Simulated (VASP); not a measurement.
Crystal: TiSi4Ir.

```xyz
6
Lattice="3.7630 0.0000 0.0000 0.0000 3.7630 0.0000 0.0000 0.0000 5.4007" Properties=species:S:1:pos:R:3 pbc="T T T"
Ti    0.0000    0.0000    0.0000
Si    1.8815    0.0000    3.9634
Si    0.0000    1.8815    1.4373
Si    1.8815    0.0000    1.4373
Si    0.0000    1.8815    3.9634
Ir    1.8815    1.8815    2.7003
```

The cell was generated, and may not be a known phase.

```yaml
Program: VASP 6.6.1
Task: relaxation of cell and atoms
Functional: PBE
Potentials_or_basis: VASP PAW PBE potentials, release 64 (Ti_sv, Si, Ir)
Cutoff: 500 eV
k_mesh: 4 × 4 × 4
Occupations: gaussian, width 0.1 eV
Spin: no spin polarisation
```

At the start: pressure 63.4 GPa; volume 12.75 Å³/atom.

Question: Where does the relaxation end?

Answer: Over 14 steps the energy falls by 871.9 meV/atom and the volume is 15.75 Å³/atom (+23.6 %); space group P4/mmm (No. 123, to 0.1 Å) before and after.

Step by step:
```
step  energy change (eV)  largest force (eV/Å)  pressure (GPa)  volume (Å³)
   1              0.0000                1.2847           63.37        76.47
   2              0.7154                1.0312          -21.75       146.69
   3             -3.7775                0.8253           -3.80       102.37
   4             -3.8033                0.7654           -1.75       100.62
   5             -3.8071                0.7344           -0.61        99.74
   6             -4.1981                0.4023           -1.14       100.04
   7             -4.8134                1.1175           -0.41        99.67
   8             -5.0204                0.8458           -3.11        99.08
   9             -5.0203                0.8480           -3.09        99.09
  10             -5.1848                0.5049            2.09        93.94
  11             -5.1875                0.4327            3.19        93.09
  12             -5.2073                0.3399           -1.80        95.35
  13             -5.2280                0.0278            0.11        94.38
  14             -5.2313                0.0152            0.22        94.51
```

Final structure:
```
Ti Si Ir
1.0
     3.60804    0.00000    0.00000
     0.00000    3.60804    0.00000
     0.00000    0.00000    7.25992
Ti Si Ir
1 4 1
Direct
  0.00000 0.00000 0.00000
  0.50000 0.00000 0.73833
  0.00000 0.50000 0.26167
  0.50000 0.00000 0.26167
  0.00000 0.50000 0.73833
  0.50000 0.50000 0.50000
```

Caveat: the k points lie up to 0.44 Å⁻¹ apart in the final cell, too coarse for converged energies and pressures of a metal; the volume moved by over 15 % at a fixed basis, so the end points are rough; an odd number of electrons without spin polarisation forces a metal; a magnetic or distorted state may lie lower.
